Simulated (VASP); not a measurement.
Set up this calculation in VASP 6.6.1, as the native input.

```yaml
Task: single point
Functional: PBE
Potentials_or_basis: VASP PAW PBE potentials, release 64 (Co)
Cutoff: 520 eV
k_mesh: 15 × 15 × 1
Occupations: fermi-dirac, width 0.1 eV
Spin: collinear spin, ferromagnetic start
Starting_moments: "[1.7, 1.7, 1.7, 1.7] μB"
Dipole_correction: yes
Further_INCAR_settings: ALGO = Normal; EDIFF = 1e-06; NBANDS = 30
```

The structure of Co lies in POSCAR:

```
Co
1.0
    2.4930397743      0.0000000000      0.0000000000
   -1.2465198872      2.1590357772      0.0000000000
    0.0000000000      0.0000000000     22.0554000000
Co
4
Direct
    0.8333333330      0.1666666670      0.3627230918
    0.1666666670      0.8333333330      0.4542410308
    0.8333333330      0.1666666670      0.5457589692
    0.1666666670      0.8333333330      0.6372769082
```

One way to write it, as run:

INCAR

```
  PREC = Accurate
  ENCUT = 520
  EDIFF = 1E-6
  ISMEAR = -1
  SIGMA = 0.1
  LREAL = F
  LASPH = T
  NELM = 150
  ALGO = Normal
  ISIF = 2
  LWAVE = F
  LCHARG = T
  ISPIN = 2
  MAGMOM = 1.7 1.7 1.7 1.7
  LORBIT = 11
  LMAXMIX = 4
  LDIPOL = T
  IDIPOL = 3
  DIPOL = 0.5 0.5 0.500
  GGA = PE
  LELF = T
  LVHAR = T
  LVACPOTAV = T
  NBANDS = 30
```

KPOINTS

```
Automatic mesh
0
Gamma
  15 15 1
```

Potentials or basis: VASP PAW PBE potentials, release 64 (Co).

Launch:

```console
$ cat potpaw_PBE.64/Co/POTCAR > POTCAR
$ mpirun -np 1 vasp_std > vasp.out
```

It gave:

| Property | Result |
| --- | --- |
| Largest force | 0.498 eV/Å |
| Net moment | 6.76 μB per cell |
| Site moments | Co +1.76, +1.66 (each value once) μB |
| Valence electrons inside the program's atomic spheres | Co 8.10, 8.27 (each value once) |

Run time: 7.3 min on 1 thread of Intel(R) Xeon(R) Platinum 8259CL CPU @ 2.50GHz (Skylake/Cascade Lake), with other jobs on the host, peak memory 0.36 GiB.
